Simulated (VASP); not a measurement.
A run of VASP 6.6.1 is set up as follows.

File INCAR:

```
SYSTEM = Fe
ALGO     = Normal         ! electronic algorithm
EDIFF    = 1E-7           ! SCF threshold, eV
ENCUT    = 520            ! plane-wave cutoff, eV
GGA      = PE             ! functional
ISIF     = 2              ! what is computed and relaxed
ISMEAR   = -1             ! smearing method
LASPH    = .TRUE.         ! aspherical terms in the spheres
LCHARG   = .TRUE.         ! write CHGCAR
LELF     = .TRUE.         ! ELF
LREAL    = .FALSE.        ! projectors in reciprocal space
LVHAR    = .TRUE.       
LWAVE    = .FALSE.        ! write WAVECAR
NBANDS   = 10             ! bands
NELM     = 100            ! most SCF steps
PREC     = Accurate       ! precision mode
SIGMA    = 0.06122561905347299 ! smearing width, eV
```

File KPOINTS:

```
k-points
0
G
  18 18 18
  0 0 0
```

File POSCAR:

```
Fe
1.0
    0.0000000000      1.7477455814      1.7477455814
    1.7477455814      0.0000000000      1.7477455814
    1.7477455814      1.7477455814      0.0000000000
Fe
1
Direct
    0.0000000000      0.0000000000      0.0000000000
```

Potentials or basis: VASP PAW PBE potentials, release 64 (Fe).

Command:

```sh
$ cat potpaw_PBE.64/Fe/POTCAR > POTCAR
$ mpirun -np 1 vasp_std > vasp.out
```

(1) Predict the band gap on the k mesh.

(2) Estimate the pressure.

Results:

(1) zero (band 4 reaches 7.52 eV, above the bottom of band 5 at 5.67 eV).

(2) -10.8 GPa.

Caveat: the run has no spin polarisation, though such a crystal can be magnetic.
